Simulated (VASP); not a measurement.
A run of VASP 6.6.1:

The input INCAR:

```
SYSTEM = Si
PREC = Accurate
ENCUT = 520
EDIFF = 1E-7
ISMEAR = 0
SIGMA = 0.02
LREAL = Auto
LASPH = .True.
NELM = 80
ALGO = Normal
ISIF = 2
LWAVE = .False.
LCHARG = .True.
GGA = PS
LELF = .True.
LVHAR = .True.
NBANDS = 48
```

The input KPOINTS:

```
regular mesh
0
Gamma
  2 2 2
  0 0 0
```

POSCAR

```
Si
1.0
    0.0000000000      5.4300000000      5.4300000000
    5.4300000000      0.0000000000      5.4300000000
    5.4300000000      5.4300000000      0.0000000000
Si
17
Direct
    0.0024986188      0.0025437385      0.0025934622
    0.1251646409      0.1254143646      0.1257051565
    0.0019061694      0.0019232965      0.4944297422
    0.1280873849      0.1280676796      0.6223592081
    0.0020069061      0.4941277164      0.0020476059
    0.1281273481      0.6222678637      0.1280833333
   -0.0012348066      0.5004541436      0.5004854512
    0.1279670350      0.6219305709      0.6220556169
    0.4938686924      0.0021134438      0.0021372007
    0.6221826888      0.1281478821      0.1281233886
    0.5004579190     -0.0012855433      0.5005220074
    0.6218830571      0.1279508287      0.6221169429
    0.5004957643      0.5005285451     -0.0013451197
    0.6219501842      0.6220586556      0.1279350829
    0.5003087477      0.5003164825      0.5003266114
    0.6249785451      0.6249402394      0.6248945672
    0.8751828729      0.8754071823      0.8756631676
```

Potentials or basis: VASP PAW PBE potentials, release 64 (Si).

The run is started by

```console
$ cat potpaw_PBE.64/Si/POTCAR > POTCAR
$ mpirun -np 1 vasp_std > vasp.out
```

Hardware: 1 thread of Intel Xeon 8259CL (shared host).

**Question.** Estimate the wall time of this run.

**Answer.** Wall time 7.5 min on 1 thread of Intel Xeon 8259CL (shared host), peak memory 0.48 GiB. Counts: scf iterations 16, k points 8.
